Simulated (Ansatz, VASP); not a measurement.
# One calculation of LaNb, two programs

```
La Nb
1.0
     0.00000    3.79622    0.00000
     3.79622    0.00000    0.00000
     1.89811    1.89811   -6.42290
La Nb
2 2
Direct
  0.41600 0.41600 0.16800
  0.16600 0.66600 0.66800
  0.00000 0.00000 0.00000
  0.75000 0.25000 0.50000
```

Alike in both runs: task single point; functional r2SCAN; k mesh 5 × 5 × 5; no spin polarisation.

|  | VASP | Ansatz |
| --- | --- | --- |
| version | VASP 6.6.1 | Ansatz 0.2.0 |
| potentials or method | VASP PAW PBE potentials, release 64 (La, Nb_sv), cutoff 520 eV | PAW plane waves |
| occupations | fermi-dirac, width 0.1 eV | fermi-dirac |
| valence electrons in the cell | 48 | 48 |

|  | VASP | Ansatz | Ansatz less VASP |
| --- | --- | --- | --- |
| gap on the k mesh at the Fermi level (eV) | none | none | - |
| pressure (GPa) | 8.6 | 8.6 | -0.03 |
| traceless stress, the component that is largest in VASP (GPa) | -6.53 | -6.51 | +0.013 |
| rms of the force components (eV/Å) | 0.052 | 0.048 | -0.0035 |

VASP's potentials were made for PBE, not for r2SCAN. Atom by atom the forces differ by 0.003 eV/Å (rms over components). A gap of «none» marks a metal or a gap that the smearing closes. Ansatz's warnings: structure snapped to symmetry.

Spin-orbit coupling is off throughout.
